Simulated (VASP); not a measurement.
Here is a VASP 6.6.1 calculation.

POSCAR

```
CdS
1.0
    4.1500000000      0.0000000000      0.0000000000
   -2.0750000000      3.5940054257      0.0000000000
    0.0000000000      0.0000000000      6.7370000000
Cd S
2 2
Direct
    0.6666666667      0.3333333333      0.5000000000
    0.3333333333      0.6666666667      0.0000000000
    0.6666666667      0.3333333333      0.8750000000
    0.3333333333      0.6666666667      0.3750000000
```

INCAR.step1

```
SYSTEM = CdS
ALGO     = Normal         ! electronic algorithm
EDIFF    = 1E-4           ! SCF threshold, eV
ENCUT    = 600            ! plane-wave cutoff, eV
GGA      = PE             ! functional
ISMEAR   = -1             ! smearing method
LASPH    = .TRUE.         ! aspherical terms in the spheres
LCHARG   = .FALSE.        ! write CHGCAR
LREAL    = .FALSE.        ! projectors in reciprocal space
LWAVE    = .TRUE.         ! write WAVECAR
NELM     = 80             ! most SCF steps
PREC     = Accurate       ! precision mode
SIGMA    = 0.05           ! smearing width, eV
```

Contents of INCAR.step2:

```
SYSTEM = CdS
ALGO     = Normal         ! electronic algorithm
EDIFF    = 1E-6           ! SCF threshold, eV
EDIFFG   = -0.01          ! ionic threshold
ENCUT    = 600            ! plane-wave cutoff, eV
IBRION   = 2              ! ionic algorithm
ISIF     = 3              ! what is computed and relaxed
ISMEAR   = -1             ! smearing method
ISTART   = 1            
LASPH    = .TRUE.         ! aspherical terms in the spheres
LCHARG   = .FALSE.        ! write CHGCAR
LMIXTAU  = .TRUE.       
LREAL    = .FALSE.        ! projectors in reciprocal space
LWAVE    = .FALSE.        ! write WAVECAR
METAGGA  = R2SCAN         ! meta-GGA
NELM     = 80             ! most SCF steps
NSW      = 60             ! ionic steps
PREC     = Accurate       ! precision mode
SIGMA    = 0.05           ! smearing width, eV
```

File KPOINTS:

```
k-points
0
G
  7 7 4
  0 0 0
```

Potentials or basis: VASP PAW PBE potentials, release 64 (Cd, S).

Launch:

```bash
$ cat potpaw_PBE.64/Cd/POTCAR potpaw_PBE.64/S/POTCAR > POTCAR
$ cp INCAR.step1 INCAR
$ mpirun -np 1 vasp_std > vasp.out
$ cp INCAR.step2 INCAR
$ mpirun -np 1 vasp_std > vasp.out
```

Task: Predict the relaxed volume.

Result: 25.51 Å³/atom.

Task: Estimate the band gap on the k mesh.

Result: 1.61 eV.

Task: What does it give for the space group after relaxing (to 0.1 Å)?

Result: P6_3mc (No. 186).

Task: Estimate the relaxed cell.

Result: a = 4.166 Å, b = 4.166 Å, c = 6.788 Å, α = 90.00°, β = 90.00°, γ = 120.00°.

Forces on the atoms (eV/Å):
```
Cd   0.000  0.000 -0.008
Cd   0.000  0.000 -0.008
S    0.000  0.000  0.008
S    0.000  0.000  0.008
```

Caveat: the PAW data sets were made with another functional, which shifts forces and pressure a little. r2SCAN opens gaps a little over a GGA but as a rule still falls short of measured ones.
